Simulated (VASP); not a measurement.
# VSeO5 in VASP: single point with r2SCAN

Aim: the single point of VSeO5 with r2SCAN.

Everything below comes from runs of VASP 6.6.1. Logs are shortened: lines on timing, memory, paths and dates and some standing lists are left out, and cuts for length are marked.

### Step 1. The cell of the first run

The typed cell holds 14 atoms: a = 3.452 Å, b = 9.057 Å, c = 4.944 Å, α = 90.00°, β = 110.43°, γ = 90.00°.

### Step 2. Single point, r2SCAN

The input, POSCAR:

```
VSeO5
1.0
    3.3903583232      0.0000000000     -0.6485828344
    0.0000000000      9.0569884585      0.0000000000
   -0.8248435756      0.0000000000      4.8748193034
V Se O
2 2 10
Direct
    0.5000000000      0.5000000000      0.0000000000
    0.5000000000      0.0000000000      0.0000000000
    0.2054168599      0.7500000000      0.4109058008
    0.7945831401      0.2500000000      0.5890941992
    0.6911495782      0.7500000000      0.3823687775
    0.3088504218      0.2500000000      0.6176312225
    1.0720918846      0.6025344651      0.1442385600
   -0.0720918846      0.1025344651      0.8557614400
   -0.0720918846      0.3974655349      0.8557614400
    1.0720918846      0.8974655349      0.1442385600
    0.3469295352      0.6139826968      0.6938721929
    0.6530704648      0.1139826968      0.3061278071
    0.6530704648      0.3860173032      0.3061278071
    0.3469295352      0.8860173032      0.6938721929
```

The input, INCAR.step1:

```
ALGO = Normal
EDIFF = 1E-4
ENCUT = 520
GGA = PE
ISMEAR = 1
LASPH = True
LCHARG = False
LREAL = False
LWAVE = True
NBANDS = 62
NELM = 60
PREC = Accurate
SIGMA = 0.0286
```

The input, INCAR.step2:

```
ALGO = Normal
EDIFF = 1E-6
ENCUT = 520
ISIF = 2
ISMEAR = 1
ISTART = 1
LASPH = True
LCHARG = False
LMIXTAU = True
LREAL = False
LWAVE = False
METAGGA = R2SCAN
NBANDS = 62
NELM = 60
PREC = Accurate
SIGMA = 0.0286
```

The input, KPOINTS:

```
k-points
0
Gamma
  4 2 4
```

Potentials or basis: VASP PAW PBE potentials, release 64 (V_sv, Se, O).

On the command line:

```sh
cat potpaw_PBE.64/V_sv/POTCAR potpaw_PBE.64/Se/POTCAR potpaw_PBE.64/O/POTCAR > POTCAR
cp INCAR.step1 INCAR
mpirun -np 1 vasp_std > vasp.out
cp INCAR.step2 INCAR
mpirun -np 1 vasp_std > vasp.out
```

OUTCAR:

```text
EDIFF = 1E-6
   ENCUT = 520
   ISIF = 2
   ISMEAR = 1
   ISTART = 1
   LASPH = True
   LREAL = False
   METAGGA = R2SCAN
   NELM = 60
   PREC = Accurate

 ion  position               nearest neighbor table
   1  0.500  0.500  0.000-  11 1.75  13 1.75   7 2.07   9 2.07   9 2.07   7 2.07
   2  0.500  0.000  0.000-  12 1.75  14 1.75  10 2.07   8 2.07  10 2.07   8 2.07
   3  0.205  0.750  0.411-   5 1.73   5 1.73  14 1.80  11 1.80  10 1.82   7 1.82
   4  0.795  0.250  0.589-   6 1.73   6 1.73  12 1.80  13 1.80   8 1.82   9 1.82
   5  0.691  0.750  0.382-   3 1.73   3 1.73
   6  0.309  0.250  0.618-   4 1.73   4 1.73
   7  0.072  0.603  0.144-   3 1.82   1 2.07   1 2.07
   8  0.928  0.103  0.856-   4 1.82   2 2.07   2 2.07
   9  0.928  0.397  0.856-   4 1.82   1 2.07   1 2.07
  10  0.072  0.897  0.144-   3 1.82   2 2.07   2 2.07
  11  0.347  0.614  0.694-   1 1.75   3 1.80
  12  0.653  0.114  0.306-   2 1.75   4 1.80
  13  0.653  0.386  0.306-   1 1.75   4 1.80
  14  0.347  0.886  0.694-   2 1.75   3 1.80

  LATTYP: Found a simple monoclinic cell.
 ALAT       =     3.4518385323
 B/A-ratio  =     2.6238157938
 C/A-ratio  =     1.4322744803
 COS(beta)  =    -0.3490573162

  Lattice vectors:

 A1 = (   3.3903583232,   0.0000000000,  -0.6485828344)
 A2 = (   0.0000000000,  -9.0569884585,   0.0000000000)
 A3 = (  -2.5655147476,   0.0000000000,  -4.2262364690)

Analysis of symmetry for initial positions (statically):
=====================================================================
 Subroutine PRICEL returns:
 Original cell was already a primitive cell.

 Routine SETGRP: Setting up the symmetry group for a
 simple monoclinic supercell.

 Subroutine GETGRP returns: Found  4 space group operations
 (whereof  2 operations were pure point group operations)
 out of a pool of  4 trial point group operations.

The static configuration has the point symmetry S_2 .
 The point group associated with its full space group is C_2h.

Analysis of symmetry for dynamics (positions and initial velocities):
=====================================================================
 Subroutine PRICEL returns:
 Original cell was already a primitive cell.

 Routine SETGRP: Setting up the symmetry group for a
 simple monoclinic supercell.

 Subroutine GETGRP returns: Found  4 space group operations
 (whereof  2 operations were pure point group operations)
 out of a pool of  4 trial point group operations.
[... 135 lines left out ...]
   EFERMI =   0.00;   METHOD = LEGACY
   ISMEAR =     1;   SIGMA  =   0.03  broadening in eV -4-tet -1-fermi 0-gaus
   EFERMI_NEDOS =   21; number of points for ismear=-14 and -15
   IALGO  =     38    algorithm
   IMIX   =      4    mixing-type and parameters
     AMIX     =   0.40;   BMIX     =  1.00
     AMIX_MAG =   1.60;   BMIX_MAG =  1.00
  volume/ion in A,a.u.               =      10.35        69.82
  Fermi-wavevector in a.u.,A,eV,Ry     =   1.437201  2.715917 28.103488  2.065548
  Thomas-Fermi vector in A             =   2.556305
   LORBIT       =      0    0 simple, 1 ext, 2 COOP (PROOUT), +10 PAW based schemes
   METAGGA = R2SCAN    functional components
   LHFCALC =     F    Hartree Fock is set to
   AEXX    =    0.0000 exact exchange contribution
   IVDW    =     0    specifies the selected vdW correction
   LEPSILON=     F    determine dielectric tensor
   LRPA    =     F    only Hartree local field effects (RPA)
 non-spin polarized calculation
 Methfessel and Paxton  Order N= 1 SIGMA  =   0.03
  energy-cutoff  :      520.00
  volume of cell :      144.84
 maximum number of plane-waves:      3934
 NGX is ok and might be reduce to    28
   NGX = 13   NGY = 33   NGZ = 19

 number of electron      98.0000035 magnetization

 Free energy of the ion-electron system (eV)
  ---------------------------------------------------
  ext. energy  EPLUGINS =         0.00000000
  ---------------------------------------------------
  free energy    TOTEN  =      -132.55931868 eV

  energy without entropy =     -132.55751658  energy(sigma->0) =     -132.55871798

 E-fermi :   4.7516     XC(G=0): -11.7780

 val. band max:        4.7438973537   @ k =   0.5000   0.0000   0.0000
 cond. band min:       4.7583406561   @ k =   0.2500   0.5000   0.2500
 fundamental gap:      0.0144433024
 Fermi energy:         4.7516128897

 k-point     1 :       0.0000    0.0000    0.0000
  band No.  band energies     occupation
      1     -63.8052      2.00000
      2     -63.8051      2.00000
      3     -36.8358      2.00000
      4     -36.8350      2.00000
      5     -36.3130      2.00000
      6     -36.3129      2.00000
[... 1269 lines left out ...]
     60       9.6893      0.00000
     61      10.6661      0.00000
 [bands above 61 left out]

------------------------ aborting loop because EDIFF is reached ----------------------------------------

  FORCE on cell =-STRESS in cart. coord.  units (eV):
  Direction    XX          YY          ZZ          XY          YZ          ZX
  --------------------------------------------------------------------------------------
  -------------------------------------------------------------------------------------
  Total        0.5491121      0.8105494      0.9664134      0.0000000      0.0000000      0.0855128
  in kB        6.0739886      8.9658714     10.6899563      0.0000000      0.0000000      0.9458978
  external PRESSURE =       8.5766054 kB  Pullay stress =       0.0000000 kB

 VOLUME and BASIS-vectors are now :
 -----------------------------------------------------------------------------
  energy-cutoff  :      520.00
  volume of cell :      144.84
      direct lattice vectors                 reciprocal lattice vectors
     3.390358323  0.000000000 -0.648582834     0.304820905  0.000000000  0.051577207
     0.000000000  9.056988458  0.000000000     0.000000000  0.110411977  0.000000000
    -0.824843576  0.000000000  4.874819303     0.040555679  0.000000000  0.211998030

 POSITION                                       TOTAL-FORCE (eV/Angst)
 -----------------------------------------------------------------------------------
      1.69518      4.52849     -0.32429         0.000000      0.000000      0.000000
      1.69518      0.00000     -0.32429         0.000000      0.000000      0.000000
      0.35750      6.79274      1.86986         0.004508      0.000000      0.020893
      2.20801      2.26425      2.35637        -0.004508      0.000000     -0.020893
      2.02785      6.79274      1.41571        -0.000644      0.000000     -0.006252
      0.53766      2.26425      2.81053         0.000644      0.000000      0.006252
      0.12544      5.45715      0.65638        -0.009006     -0.055877     -0.047980
      2.44007      0.92865      3.56986         0.009006     -0.055877      0.047980
      2.44007      3.59984      3.56986         0.009006      0.055877      0.047980
      0.12544      8.12833      0.65638        -0.009006      0.055877     -0.047980
      0.60388      5.56083      3.15749        -0.007982      0.020379     -0.040901
      1.96164      1.03234      1.06875         0.007982      0.020379      0.040901
      1.96164      3.49615      1.06875         0.007982     -0.020379      0.040901
      0.60388      8.02465      3.15749        -0.007982     -0.020379     -0.040901
 -----------------------------------------------------------------------------------
    total drift:                               -0.000000      0.000000      0.000000

  FREE ENERGIE OF THE ION-ELECTRON SYSTEM (eV)
  ---------------------------------------------------
  free  energy   TOTEN  =      -132.5593186839 eV

  energy  without entropy=     -132.5575165753  energy(sigma->0) =     -132.55871798
```

Wall time 11 min (1 thread of Intel Xeon Platinum 8488C (Sapphire Rapids), shared host); peak memory 0.38 GiB.

What came out:

```yaml
Free_energy: -132.5593 eV
Pressure: 0.9 GPa
Largest_force: 0.074 eV/Å
Band_gap_on_the_k_mesh: zero (bands 49 and 50 overlap by 0.51 eV)
```

Forces in eV/Å, atoms in the order of the input:
```
V    0.000  0.000  0.000
V    0.000  0.000  0.000
Se   0.005  0.000  0.021
Se  -0.005  0.000 -0.021
O   -0.001  0.000 -0.006
O    0.001  0.000  0.006
O   -0.009 -0.056 -0.048
O    0.009 -0.056  0.048
O    0.009  0.056  0.048
O   -0.009  0.056 -0.048
O   -0.008  0.020 -0.041
O    0.008  0.020  0.041
O    0.008 -0.020  0.041
O   -0.008 -0.020 -0.041
```

Stress tensor (GPa, compression positive):
```
0.61 0.00 0.09
0.00 0.90 0.00
0.09 0.00 1.07
```

Caveat: the k points lie up to 0.49 Å⁻¹ apart, too coarse for converged energies and pressures of a metal; the PAW data sets were made with another functional, which shifts forces and pressure a little; the run has no spin polarisation, though such a crystal can be magnetic; semilocal functionals often make such compounds metallic where correlation or magnetic order opens a gap, which also shifts bond lengths. With open d or f shells a metallic result of r2SCAN can be an artefact of self-interaction; +U or a hybrid may open a gap.
